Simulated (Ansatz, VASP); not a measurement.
# Two plane-wave programs on CdSe

The input INCAR:

```
SYSTEM = CdSe
PREC = Accurate
ENCUT = 500
EDIFF = 1E-6
ISMEAR = 0
SIGMA = 0.01
LREAL = .FALSE.
LASPH = .TRUE.
NELM = 120
ALGO = Normal
ISIF = 2
LWAVE = .FALSE.
LCHARG = .FALSE.
GGA = PS
NBANDS = 16
GGA_COMPAT = .FALSE.
```

The input KPOINTS:

```
Automatic mesh
0
G
  6 6 6
  0 0 0
```

File POSCAR:

```
CdSe
1.0
    0.0000000000      3.0565538106      3.0565538106
    3.0565538106      0.0000000000      3.0565538106
    3.0565538106      3.0565538106      0.0000000000
Cd Se
1 1
Direct
    0.0000000000      0.0000000000      0.0000000000
    0.7500000000      0.7500000000      0.7500000000
```

Input for Ansatz:

```yaml
crystal:
  lattice:
    - [0.0, 3.05655381055, 3.05655381055]
    - [3.05655381055, 0.0, 3.05655381055]
    - [3.05655381055, 3.05655381055, 0.0]
  atoms:
    - { symbol: Cd, position: [0.0, 0.0, 0.0] }
    - { symbol: Se, position: [0.75, 0.75, 0.75] }
kpoints:
  mp_grid: { grid: [6, 6, 6] }
scf:
  occupations: { method: fixed }
  convergence: { dr2_threshold: 1.0e-10 }
hamiltonian:
  xc: pbesol
  pseudopotentials: { kind: paw }
output:
  forces: true
  stress: true
  eigenstates:
    kpoints:
      - [0.0, 0.0, 0.0]
      - [0.5, 0.5, 0.0]
      - [0.5, 0.0, 0.5]
      - [0.0, 0.5, 0.5]
      - [0.0, 0.5, 0.0]
      - [0.5, 0.0, 0.0]
      - [0.0, 0.0, 0.5]
      - [0.5, 0.5, 0.5]
  eigenvalues: true
```

Alike in both runs: task single point; functional PBEsol; k mesh 6 × 6 × 6; no spin polarisation.

|  | VASP | Ansatz |
| --- | --- | --- |
| version | VASP 6.6.1 | Ansatz 0.2.0 |
| potentials or method | VASP PAW PBE potentials, release 64 (Cd, Se) | PAW with Ansatz's default frozen-core files, scalar-relativistic |
| plane-wave cutoff (eV) | 500 | 420 |
| occupations | gaussian, width 0.01 eV | fixed |
| valence electrons in the cell | 18 | 36 |

Ansatz gave:

- gap on the k mesh at the Fermi level (eV): 0.45
- pressure (GPa): -0.8

**Question.** Estimate VASP's values.

**Answer.** gap on the k mesh at the Fermi level (eV): 0.45; pressure (GPa): -0.5.

VASP's potentials were made for PBE, not for PBEsol. VASP's potentials hold 18 valence electrons a cell and Ansatz's 36, so a difference there can come from the potentials and not from the codes.
